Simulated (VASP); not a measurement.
Set up this calculation in VASP 6.6.1, as the native input.

| Property | Result |
| --- | --- |
| Task | single point |
| Functional | PBE |
| Potentials or basis | VASP PAW PBE potentials, release 64 (Al, In_d, P, As) |
| Cutoff | 520 eV |
| k mesh | 8 × 8 × 8 |
| Occupations | gaussian, width 0.1 eV |
| Spin | no spin polarisation |
| Dipole correction | no |
| Further INCAR settings | ALGO = Normal; EDIFF = 1e-07; NBANDS = 31 |

The structure of AlIn2As2P lies in POSCAR:

```
AlIn2As2P
1.0
    5.2927376077      0.0000000000      0.0000000000
    0.0000000000      5.2927376077      0.0000000000
    0.0000000000      0.0000000000      5.3012036955
Al In P As
1 2 1 2
Direct
    0.0000000000      0.0000000000      0.0000000000
    0.0000000000      0.5000000000      0.5000000000
    0.5000000000      0.0000000000      0.5000000000
    0.0000000000      0.0000000000      0.5000000000
    0.5000000000      0.5000000000      0.7736343618
    0.5000000000      0.5000000000      0.2263656382
```

One way to write it, as run:

INCAR

```
SYSTEM = AlIn2As2P
ALGO = Normal ; EDIFF = 1E-7
ENCUT = 520 ; GGA = PE
ISIF = 2 ; ISMEAR = 0
LASPH = .True. ; LCHARG = .False.
LREAL = .False. ; LWAVE = .False.
NBANDS = 31 ; NELM = 80
PREC = Accurate ; SIGMA = 0.1
```

KPOINTS

```
k-points
0
Gamma
  8 8 8
  0 0 0
```

Potentials or basis: VASP PAW PBE potentials, release 64 (Al, In_d, P, As).

Run with:

```sh
$ cat potpaw_PBE.64/Al/POTCAR potpaw_PBE.64/In_d/POTCAR potpaw_PBE.64/P/POTCAR potpaw_PBE.64/As/POTCAR > POTCAR
$ mpirun -np 1 vasp_std > vasp.out
```

It gave:

```
Pressure               : 0.0 GPa
Largest force          : 0.044 eV/Å
Band gap on the k mesh : zero (band 22 reaches 6.34 eV, above the bottom of band 23 at 4.51 eV)
```

Caveat: spin-orbit coupling is left out, which moves the levels of the heavy elements.

Wall time 2.4 min on 1 thread of Intel(R) Xeon(R) 6975P-C (Granite Rapids) (shared host), peak memory 0.47 GiB.
